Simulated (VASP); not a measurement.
# KI (I4mm) in VASP: notebook

The runs below take KI through single point, with LDA.

Program: VASP 6.6.1. These are calculated values, not measurements. Logs are shortened: lines on timing, memory, paths and dates and some standing lists are left out, and cuts for length are marked.

### Step 1. The cell of the first run

Symmetry: I4mm, No. 107, tetragonal system. Conventional cell: a = 4.888 Å, b = 4.888 Å, c = 6.822 Å, α = 90.00°, β = 90.00°, γ = 90.00°. Within 4.3 Å of K (site symmetry 4mm) lie 6 I at 3.28 to 3.54 Å. Within 4.3 Å of I (site symmetry 4mm) lie 6 K at 3.28 to 3.54 Å.

### Step 2. Single point, LDA (atoms displaced along a vibrational mode, the cell strained)

INCAR reads:

```
PREC = Accurate ; ENCUT = 520
EDIFF = 1E-6 ; ISMEAR = 0
SIGMA = 0.05 ; LREAL = False
LASPH = True ; NELM = 60
ALGO = Normal ; ISIF = 2
LWAVE = False ; LCHARG = False
NBANDS = 15
```

KPOINTS reads:

```
Automatic mesh
0
Gamma
  6 6 6
```

POSCAR reads:

```
KI
1.0
    0.0000000000      3.4562963656      3.4109309835
    3.4562963656      0.0000000000      3.4109309835
    3.4562963656      3.4562963656      0.0000000000
K I
1 1
Direct
   -0.0144828495     -0.0144828495      0.0144828495
    0.5044620555      0.5044620555      0.4955379445
```

Potentials or basis: VASP PAW LDA potentials, release 64 (K_sv, I).

Run with:

```sh
cat potpaw_LDA.64/K_sv/POTCAR potpaw_LDA.64/I/POTCAR > POTCAR
mpirun -np 1 vasp_std > vasp.out
```

OUTCAR:

```text
PREC = Accurate
   ENCUT = 520
   EDIFF = 1E-6
   ISMEAR = 0
   LREAL = False
   LASPH = True
   NELM = 60
   ISIF = 2

 ion  position               nearest neighbor table
   1  0.986  0.986  0.014-   2 3.28   2 3.46   2 3.46   2 3.46   2 3.46   2 3.54
   2  0.504  0.504  0.496-   1 3.28   1 3.46   1 3.46   1 3.46   1 3.46   1 3.54

  LATTYP: Found a body centered tetragonal cell.
 ALAT       =     4.8879411958
 C/A-ratio  =     1.3956513988

  Lattice vectors:

 A1 = (   0.0000000000,  -3.4562963656,  -3.4109309835)
 A2 = (   0.0000000000,   3.4562963656,  -3.4109309835)
 A3 = (   3.4562963656,   0.0000000000,   3.4109309835)

Analysis of symmetry for initial positions (statically):
=====================================================================
 Subroutine PRICEL returns:
 Original cell was already a primitive cell.

 Routine SETGRP: Setting up the symmetry group for a
 body centered tetragonal supercell.

 Subroutine GETGRP returns: Found  8 space group operations
 (whereof  8 operations were pure point group operations)
 out of a pool of 16 trial point group operations.

The static configuration has the point symmetry C_4v.

Analysis of symmetry for dynamics (positions and initial velocities):
=====================================================================
 Subroutine PRICEL returns:
 Original cell was already a primitive cell.

 Routine SETGRP: Setting up the symmetry group for a
 body centered tetragonal supercell.

 Subroutine GETGRP returns: Found  8 space group operations
 (whereof  8 operations were pure point group operations)
 out of a pool of 16 trial point group operations.

The dynamic configuration has the point symmetry C_4v.

 Subroutine INISYM returns: Found  8 space group operations
 (whereof  8 operations are pure point group operations),
 and found     1 'primitive' translations

----------------------------------------------------------------------------------------

                                     Primitive cell

  volume of cell :      81.4939

  direct lattice vectors                    reciprocal lattice vectors
     0.000000000  3.456296366  3.410930984    -0.144663520  0.144663520  0.146587545
     3.456296366  0.000000000  3.410930984     0.144663520 -0.144663520  0.146587545
     3.456296366  3.456296366  0.000000000     0.144663520  0.144663520 -0.146587545

  length of vectors
     4.855968981  4.855968981  4.887941196     0.251680307  0.251680307  0.251680307

  position of ions in fractional coordinates (direct lattice)
     0.985517151  0.985517151  0.014482849
     0.504462055  0.504462055  0.495537945

  ion indices of the primitive-cell ions
   primitive index   ion index
                 1           1
                 2           2

----------------------------------------------------------------------------------------

 KPOINTS: Automatic mesh

Automatic generation of k-mesh.
 Grid dimensions read from file:
 generate k-points for:    6    6    6

 Generating k-lattice:

  Cartesian coordinates                     Fractional coordinates (reciprocal lattice)
    -0.024110587  0.024110587  0.024431258     0.166666667  0.000000000  0.000000000
     0.024110587 -0.024110587  0.024431258     0.000000000  0.166666667  0.000000000
     0.024110587  0.024110587 -0.024431258     0.000000000  0.000000000  0.166666667

  Length of vectors
     0.041946718  0.041946718  0.041946718

  Shift w.r.t. Gamma in fractional coordinates (k-lattice)
     0.000000000  0.000000000  0.000000000

 Subroutine IBZKPT returns following result:
 ===========================================

 Found     30 irreducible k-points:

 Following reciprocal coordinates:
            Coordinates               Weight
  0.000000  0.000000  0.000000      1.000000
  0.166667  0.000000  0.000000      8.000000
  0.333333 -0.000000  0.000000      8.000000
  0.500000  0.000000  0.000000      4.000000
  0.166667  0.166667  0.000000      2.000000
  0.333333  0.166667  0.000000      8.000000
[... 16 lines left out ...]
  0.333333  0.000000  0.333333      4.000000
  0.500000 -0.000000  0.333333     16.000000
 [... further k-points ...]
   k-points           NKPTS =     30   k-points in BZ     NKDIM =     30   number of bands    NBANDS=     15
   number of dos      NEDOS =    301   number of ions     NIONS =      2
   total plane-waves  NPLWV =  46656
   dimension x,y,z NGX =    36 NGY =   36 NGZ =   36
   dimension x,y,z NGXF=    72 NGYF=   72 NGZF=   72
   ions per type =               1   1
   NGX,Y,Z   is equivalent  to a cutoff of  12.32, 12.32, 12.24 a.u.
   NGXF,Y,Z  is equivalent  to a cutoff of  24.65, 24.65, 24.49 a.u.
 SYSTEM =  unknown system
   PREC   = accura    normal or accurate (medium, high low for compatibility)
   ISTART =      0    job   : 0-new  1-cont  2-samecut
   ICHARG =      2    charge: 1-file 2-atom 10-const
   ISPIN  =      1    spin polarized calculation?
   LNONCOLLINEAR =      F non collinear calculations
   LSORBIT =      F    spin-orbit coupling
   LASPH  =      T    aspherical Exc in radial PAW
   ENCUT  =  520.0 eV  38.22 Ry    6.18 a.u.   9.03  9.03  9.09*2*pi/ulx,y,z
   NELM   =     60;   NELMIN=  2; NELMDL= -5     # of ELM steps
   EDIFF  = 0.1E-05   stopping-criterion for ELM
   LREAL  =      F    real-space projection
[... 7 lines left out ...]
   TEBEG  =    0.0;   TEEND  =   0.0 temperature during run
   PSTRESS=    0.0 pullay stress
   NELECT =      16.0000    total number of electrons
   NUPDOWN=      -1.0000    fix difference up-down
   EMIN   =  10.00;   EMAX   =-10.00  energy-range for DOS
   EFERMI =   0.00;   METHOD = LEGACY
   ISMEAR =     0;   SIGMA  =   0.05  broadening in eV -4-tet -1-fermi 0-gaus
   EFERMI_NEDOS =   21; number of points for ismear=-14 and -15
   IALGO  =     38    algorithm
   IMIX   =      4    mixing-type and parameters
     AMIX     =   0.40;   BMIX     =  1.00
     AMIX_MAG =   1.60;   BMIX_MAG =  1.00
  volume/ion in A,a.u.               =      40.75       274.97
  Fermi-wavevector in a.u.,A,eV,Ry     =   0.951495  1.798065 12.317937  0.905343
  Thomas-Fermi vector in A             =   2.079970
   LORBIT       =      0    0 simple, 1 ext, 2 COOP (PROOUT), +10 PAW based schemes
   GGA     = CA    functional components
   LHFCALC =     F    Hartree Fock is set to
   AEXX    =    0.0000 exact exchange contribution
   IVDW    =     0    specifies the selected vdW correction
   LEPSILON=     F    determine dielectric tensor
   LRPA    =     F    only Hartree local field effects (RPA)
 non-spin polarized calculation
 Gauss-broadening in eV      SIGMA  =   0.05
  energy-cutoff  :      520.00
  volume of cell :       81.49
 maximum number of plane-waves:      2210
   NGX = 19   NGY = 19   NGZ = 19

 number of electron      16.0000001 magnetization

 Free energy of the ion-electron system (eV)
  ---------------------------------------------------
  ext. energy  EPLUGINS =         0.00000000
  ---------------------------------------------------
  free energy    TOTEN  =        -6.15021664 eV

  energy without entropy =       -6.15021664  energy(sigma->0) =       -6.15021664

 E-fermi :   0.0288     XC(G=0):  -7.9326

 val. band max:       -0.1869672225   @ k =   0.0000   0.0000   0.0000
 cond. band min:       3.6156628097   @ k =   0.0000   0.0000   0.0000
 fundamental gap:      3.8026300321
 Fermi energy:         0.0287606464

 k-point     1 :       0.0000    0.0000    0.0000
  band No.  band energies     occupation
      1     -28.2013      2.00000
      2     -11.9513      2.00000
      3     -11.9373      2.00000
      4     -11.9373      2.00000
      5     -10.8816      2.00000
      6      -0.1954      2.00000
      7      -0.1954      2.00000
      8      -0.1870      2.00000
      9       3.6157      0.00000
     10       6.0358      0.00000
     11       6.0358      0.00000
     12       6.1144      0.00000
     13       6.8396      0.00000
     14       6.9282      0.00000
     15       9.3472      0.00000

 k-point     2 :       0.1667    0.0000    0.0000
  band No.  band energies     occupation
      1     -28.2004      2.00000
      2     -12.0280      2.00000
      3     -11.9432      2.00000
      4     -11.9385      2.00000
      5     -10.7586      2.00000
      6      -0.7063      2.00000
      7      -0.3107      2.00000
      8      -0.3030      2.00000
      9       4.3039      0.00000
     10       5.9836      0.00000
     11       6.3423      0.00000
     12       6.3967      0.00000
     13       7.2142      0.00000
     14       7.3121      0.00000
     15      10.3117      0.00000

 k-point     3 :       0.3333   -0.0000    0.0000
  band No.  band energies     occupation
      1     -28.1986      2.00000
      2     -12.1573      2.00000
      3     -11.9445      2.00000
      4     -11.9407      2.00000
      5     -10.5436      2.00000
      6      -1.4601      2.00000
      7      -0.5208      2.00000
      8      -0.5121      2.00000
      9       4.9919      0.00000
     10       6.7706      0.00000
     11       7.1065      0.00000
     12       7.1615      0.00000
     13       8.1509      0.00000
     14       8.2537      0.00000
     15       9.5460      0.00000

 k-point     4 :       0.5000    0.0000    0.0000
  band No.  band energies     occupation
      1     -28.1977      2.00000
      2     -12.2115      2.00000
      3     -11.9450      2.00000
      4     -11.9419      2.00000
      5     -10.4450      2.00000
      6      -1.7687      2.00000
      7      -0.6174      2.00000
      8      -0.6086      2.00000
      9       5.1373      0.00000
     10       7.4302      0.00000
     11       7.8627      0.00000
     12       7.9735      0.00000
     13       8.4114      0.00000
     14       8.4703      0.00000
     15       9.2900      0.00000
[... 307 lines left out ...]
 k-point    22 :      -0.3333    0.5000    0.1667
  band No.  band energies     occupation
      1     -28.1964      2.00000
      2     -12.0384      2.00000
      3     -11.9929      2.00000
      4     -11.9772      2.00000
      5     -10.6151      2.00000
      6      -1.1921      2.00000
      7      -0.8653      2.00000
      8      -0.8470      2.00000
      9       5.1634      0.00000
     10       6.1335      0.00000
     11       7.0645      0.00000
     12       8.1924      0.00000
     13       8.3709      0.00000
     14       9.4076      0.00000
     15      10.0348      0.00000

 k-point    23 :       0.3333    0.0000    0.3333
  band No.  band energies     occupation
      1     -28.1978      2.00000
      2     -12.0469      2.00000
      3     -11.9694      2.00000
      4     -11.9568      2.00000
      5     -10.6647      2.00000
      6      -1.3134      2.00000
      7      -0.5248      2.00000
      8      -0.5239      2.00000
      9       4.6599      0.00000
     10       5.4468      0.00000
     11       7.5236      0.00000
     12       7.8553      0.00000
     13       8.5156      0.00000
     14       8.5536      0.00000
     15       9.8285      0.00000

 k-point    24 :       0.5000   -0.0000    0.3333
  band No.  band energies     occupation
      1     -28.1969      2.00000
      2     -12.0535      2.00000
      3     -11.9825      2.00000
      4     -11.9617      2.00000
      5     -10.6277      2.00000
      6      -1.3316      2.00000
      7      -0.8089      2.00000
      8      -0.6081      2.00000
      9       4.8229      0.00000
     10       5.9938      0.00000
     11       7.5215      0.00000
     12       7.9537      0.00000
     13       8.7182      0.00000
     14       9.0778      0.00000
     15       9.6520      0.00000

 [... further k-points ...]
[... 5 lines left out ...]
  --------------------------------------------------------------------------------------
  -------------------------------------------------------------------------------------
  Total       -0.2727225     -0.2727225      0.1309275      0.0000000     -0.0000000      0.0000000
  in kB       -5.3617522     -5.3617522      2.5740475      0.0000000     -0.0000000      0.0000000
  external PRESSURE =      -2.7164857 kB  Pullay stress =       0.0000000 kB

 VOLUME and BASIS-vectors are now :
 -----------------------------------------------------------------------------
  energy-cutoff  :      520.00
  volume of cell :       81.49
      direct lattice vectors                 reciprocal lattice vectors
     0.000000000  3.456296366  3.410930984    -0.144663520  0.144663520  0.146587545
     3.456296366  0.000000000  3.410930984     0.144663520 -0.144663520  0.146587545
     3.456296366  3.456296366  0.000000000     0.144663520  0.144663520 -0.146587545

 POSITION                                       TOTAL-FORCE (eV/Angst)
 -----------------------------------------------------------------------------------
      3.45630      3.45630      6.72306         0.000000      0.000000      0.203466
      3.45630      3.45630      3.44137         0.000000      0.000000     -0.203466
 -----------------------------------------------------------------------------------
    total drift:                               -0.000000     -0.000000     -0.000222

  FREE ENERGIE OF THE ION-ELECTRON SYSTEM (eV)
  ---------------------------------------------------
  free  energy   TOTEN  =        -6.1502166444 eV

  energy  without entropy=       -6.1502166444  energy(sigma->0) =       -6.15021664
```

Wall time 59 s (1 thread of AMD EPYC 7R13, shared host); peak memory 0.16 GiB.

Results:

```
Free energy            : -6.1502 eV
Pressure               : -0.3 GPa
Largest force          : 0.203 eV/Å
Band gap on the k mesh : 3.80 eV
```

Forces on the atoms (eV/Å):
```
K    0.000  0.000  0.203
I    0.000  0.000 -0.203
```

Caveat: the cell differs from its parent crystal (atoms displaced along a vibrational mode, the cell strained); spin-orbit coupling is left out, which moves the levels of the heavy elements.

### Step 3. Single point, LDA (atoms displaced along a vibrational mode, the cell strained)

INCAR reads:

```
SYSTEM = KI
PREC = Accurate ; ENCUT = 520
EDIFF = 1E-7 ; ISMEAR = 0
SIGMA = 0.05 ; LREAL = .FALSE.
LASPH = .TRUE. ; NELM = 80
ALGO = Normal ; ISIF = 2
LWAVE = .FALSE. ; LCHARG = .FALSE.
GGA = CA ; NBANDS = 15
```

KPOINTS reads:

```
regular mesh
0
G
  6 6 6
  0 0 0
```

POSCAR reads:

```
KI
1.0
    0.0000000000      3.4562963656      3.4109309835
    3.4562963656      0.0000000000      3.4109309835
    3.4562963656      3.4562963656      0.0000000000
K I
1 1
Direct
   -0.0434485484     -0.0434485484      0.0434485484
    0.5133861666      0.5133861666      0.4866138334
```

Potentials or basis: VASP PAW LDA potentials, release 64 (K_sv, I).

Run with:

```sh
cat potpaw_LDA.64/K_sv/POTCAR potpaw_LDA.64/I/POTCAR > POTCAR
mpirun -np 1 vasp_std > vasp.out
```

OUTCAR:

```text
SYSTEM = KI
   PREC = Accurate
   ENCUT = 520
   EDIFF = 1E-7
   ISMEAR = 0
   LREAL = .FALSE.
   LASPH = .TRUE.
   NELM = 80
   ISIF = 2
   GGA = CA

 ion  position               nearest neighbor table
   1  0.957  0.957  0.043-   2 3.02   2 3.48   2 3.48   2 3.48   2 3.48
   2  0.513  0.513  0.487-   1 3.02   1 3.48   1 3.48   1 3.48   1 3.48

  LATTYP: Found a body centered tetragonal cell.
 ALAT       =     4.8879411958
 C/A-ratio  =     1.3956513988

  Lattice vectors:

 A1 = (   0.0000000000,  -3.4562963656,  -3.4109309835)
 A2 = (   0.0000000000,   3.4562963656,  -3.4109309835)
[... 611 lines left out ...]
     13       8.6985      0.00000
     14       9.0460      0.00000
     15       9.5420      0.00000

 [... further k-points ...]
[... 5 lines left out ...]
  --------------------------------------------------------------------------------------
  -------------------------------------------------------------------------------------
  Total       -0.3518656     -0.3518656      1.6246913      0.0000000     -0.0000000      0.0000000
  in kB       -6.9177119     -6.9177119     31.9415912      0.0000000     -0.0000000      0.0000000
  external PRESSURE =       6.0353892 kB  Pullay stress =       0.0000000 kB

 VOLUME and BASIS-vectors are now :
 -----------------------------------------------------------------------------
  energy-cutoff  :      520.00
  volume of cell :       81.49
      direct lattice vectors                 reciprocal lattice vectors
     0.000000000  3.456296366  3.410930984    -0.144663520  0.144663520  0.146587545
     3.456296366  0.000000000  3.410930984     0.144663520 -0.144663520  0.146587545
     3.456296366  3.456296366  0.000000000     0.144663520  0.144663520 -0.146587545

 POSITION                                       TOTAL-FORCE (eV/Angst)
 -----------------------------------------------------------------------------------
      3.45630      3.45630      6.52546         0.000000      0.000000      0.832684
      3.45630      3.45630      3.50225         0.000000      0.000000     -0.832684
 -----------------------------------------------------------------------------------
    total drift:                               -0.000000     -0.000000     -0.000438

  FREE ENERGIE OF THE ION-ELECTRON SYSTEM (eV)
  ---------------------------------------------------
  free  energy   TOTEN  =        -6.0262019441 eV

  energy  without entropy=       -6.0262019441  energy(sigma->0) =       -6.02620194
```

OSZICAR:

```text
N       E                     dE             d eps       ncg     rms          rms(c)
DAV:   1     0.867421637619E+02    0.86742E+02   -0.63316E+03   900   0.890E+02
DAV:   2    -0.467383083251E-01   -0.86789E+02   -0.80835E+02  1138   0.225E+02
DAV:   3    -0.602395886115E+01   -0.59772E+01   -0.59552E+01  1645   0.465E+01
DAV:   4    -0.612752185807E+01   -0.10356E+00   -0.10353E+00  1156   0.515E+00
DAV:   5    -0.612898377113E+01   -0.14619E-02   -0.14619E-02  1414   0.649E-01    0.442E+00
DAV:   6    -0.604152439389E+01    0.87459E-01   -0.83555E-02  1138   0.193E+00    0.300E+00
DAV:   7    -0.602630511939E+01    0.15219E-01   -0.89383E-02  1215   0.178E+00    0.808E-01
DAV:   8    -0.602616958564E+01    0.13553E-03   -0.13687E-02  1026   0.842E-01    0.154E-01
DAV:   9    -0.602617526129E+01   -0.56756E-05   -0.47347E-04  1264   0.136E-01    0.916E-02
DAV:  10    -0.602619746120E+01   -0.22200E-04   -0.10722E-04  1187   0.573E-02    0.432E-02
DAV:  11    -0.602620182546E+01   -0.43643E-05   -0.24971E-05  1089   0.373E-02    0.727E-03
DAV:  12    -0.602620180197E+01    0.23491E-07   -0.12190E-06  1272   0.850E-03    0.399E-03
DAV:  13    -0.602620193273E+01   -0.13076E-06   -0.19395E-07  1083   0.364E-03    0.232E-03
DAV:  14    -0.602620194407E+01   -0.11342E-07   -0.18888E-08   765   0.103E-03
   1 F= -.60262019E+01 E0= -.60262019E+01  d E =-.533807E-17
```

stdout:

```text
POSCAR found type information on POSCAR K I
 POSCAR found :  2 types and       2 ions
 scaLAPACK will be used
 LDA part: xc-table for (Slater(with rela. corr.)+CA(PZ))
 , standard interpolation
 POSCAR, INCAR and KPOINTS ok, starting setup
 FFT: planning ... GRIDC
 FFT: planning ... GRID_SOFT
 FFT: planning ... GRID
 WAVECAR not read
 entering main loop
```

Wall time 70 s (1 thread of AMD EPYC 7R13, shared host); peak memory 0.16 GiB.

What came out:

* Free energy: -6.0262 eV
* Pressure: 0.6 GPa
* Largest force: 0.833 eV/Å
* Band gap on the k mesh: 3.82 eV

Forces in eV/Å, atoms in the order of the input:
```
K    0.000  0.000  0.833
I    0.000  0.000 -0.833
```

Stress tensor (GPa, compression positive):
```
-0.69  0.00  0.00
 0.00 -0.69  0.00
 0.00  0.00  3.19
```

Levels at points of the mesh, in eV from the valence-band top:
| k point | band 4 | band 5 | band 6 | band 7 | band 8 | band 9 | band 10 | band 11 | band 12 | band 13 |
| --- | --- | --- | --- | --- | --- | --- | --- | --- | --- | --- |
| (0.00, 0.00, 0.00) | -11.70 | -10.62 | -0.03 | -0.03 | 0.00 | 3.82 | 6.36 | 6.36 | 6.40 | 7.09 |
| (0.50, 0.00, 0.00) | -11.71 | -10.19 | -1.54 | -0.40 | -0.37 | 5.30 | 7.44 | 7.94 | 8.13 | 8.58 |
| (0.50, 0.50, 0.00) | -11.73 | -10.38 | -1.07 | -0.42 | -0.42 | 4.57 | 5.67 | 7.78 | 8.17 | 9.43 |
| (0.50, 0.00, 0.50) | -11.73 | -10.41 | -1.15 | -0.46 | -0.37 | 4.73 | 5.65 | 8.07 | 8.79 | 8.93 |

Caveat: the cell differs from its parent crystal (atoms displaced along a vibrational mode, the cell strained); spin-orbit coupling is left out, which moves the levels of the heavy elements.

[end of part 1 of 2]
